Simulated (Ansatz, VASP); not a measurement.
# One calculation of In, two programs

Contents of INCAR:

```
PREC = Accurate ; ENCUT = 520
EDIFF = 1E-8 ; ISMEAR = -1
SIGMA = 0.05 ; LREAL = F
LASPH = T ; NELM = 80
ALGO = Normal ; ISIF = 2
LWAVE = F ; LCHARG = F
LEFG = T ; NBANDS = 12
```

The input KPOINTS:

```
regular mesh
0
Gamma
  14 14 14
```

POSCAR

```
In
1.0
   -1.6671510000      1.6176720000      2.4739500000
    1.6176720000     -1.6671510000      2.4739500000
    1.6346280000      1.6346280000     -2.5064730000
In
1
Direct
    0.0000000000      0.0000000000      0.0000000000
```

Input for Ansatz:

```yaml
crystal:
  lattice:
    - [-1.667151, 1.617672, 2.47395]
    - [1.617672, -1.667151, 2.47395]
    - [1.634628, 1.634628, -2.506473]
  atoms:
    - { symbol: In, position: [0.0, 0.0, 0.0] }
kpoints:
  mp_grid: { grid: [14, 14, 14] }
scf:
  occupations: { method: fermi_dirac, width: 0.05 }
hamiltonian:
  xc: lda
  pseudopotentials: { kind: paw }
output:
  forces: true
  stress: true
  eigenvalues: true
  efg: { contact_densities: true }
```

Change from the starting cell: equal xy, yz and zx shear strains of -2 %, PAW files.

Alike in both runs: task electric field gradients; functional LDA; k mesh 14 × 14 × 14; occupations fermi-dirac, width 0.05 eV; no spin polarisation.

|  | VASP | Ansatz |
| --- | --- | --- |
| version | VASP 6.6.1 | Ansatz 0.2.0 |
| potentials or method | VASP PAW LDA potentials, release 64 (In_d) | PAW with Ansatz's default frozen-core files, scalar-relativistic |
| plane-wave cutoff (eV) | 520 | 420 |
| valence electrons in the cell | 13 | 13 |

Ansatz gave:

* pressure (GPa): -2.7
* traceless stress, the component that is largest in VASP (GPa): 0.20
* size of Vzz on the site where it differs most (V/Å²): 22.4

Q: Estimate VASP's values.

A: Pressure (GPa): -2.7; traceless stress, the component that is largest in VASP (GPa): 0.20; size of Vzz on the site where it differs most (V/Å²): 22.6.

LDA's correlation is that of Perdew and Zunger in VASP and of Perdew and Wang (1992) in Ansatz.
